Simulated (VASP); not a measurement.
Runs of VASP 6.6.1 on Hf. The structure is that of space group Fm-3m (No. 225), or close to it. The cells are those of the table. 

| task | cell | k mesh | cutoff (eV) | smearing | gap on the mesh (eV) | pressure (GPa) |
| --- | --- | --- | --- | --- | --- | --- |
| single point | a = 3.140 Å, angles 60.0°, 1 atom | 8 × 8 × 8 | 500 | gaussian 0.1 eV | none | 2.8 |
| single point | a = 3.172 Å, angles 60.0°, 1 atom | 16 × 16 × 16 | 500 | methfessel-paxton 0.1 eV | none | (a) |
| single point | a = 3.172 Å, angles 60.0°, 1 atom | 14 × 14 × 14 | 520 | gaussian 0.15 eV | none | -0.4 |
| single point | a = 3.202, b = 3.178, c = 3.178 Å, angles 60.5, 59.8, 59.8°, 1 atom | 14 × 14 × 14 | 520 | gaussian 0.1 eV | none | (b) |
| single point | a = 3.209 Å, angles 60.0°, 1 atom | 16 × 16 × 16 | 520 | gaussian 0.1 eV | none | -3.7 |
| single point | a = 3.005, b = 3.014, c = 3.044 Å, angles 60.2, 60.1, 60.1°, 1 atom | 14 × 14 × 14 | 520 | gaussian 0.1 eV | none | 17.9 |
| relaxation of cell and atoms | relaxed from a = 3.140 Å, angles 60.0°, 1 atom | 16 × 16 × 16 | 500 | methfessel-paxton 0.1 eV | none | 0.0 |
| single point | a = 3.326, b = 3.243, c = 3.288 Å, angles 60.7, 59.6, 59.2°, 1 atom | 14 × 14 × 14 | 520 | gaussian 0.1 eV | none | -9.1 |

Alike in all rows: level PBE; potentials or basis VASP PAW PBE potentials, release 64 (Hf_pv); no spin polarisation.

Task: Fill in the values left out.

Result: (a) -0.6; (b) -1.8.

Caveats: spin-orbit coupling is left out, which moves the levels of the heavy elements.

A k mesh can miss the band edges, and the runs leave out spin-orbit coupling on Hf.

A gap of «none» marks levels without a gap at the run's occupations.
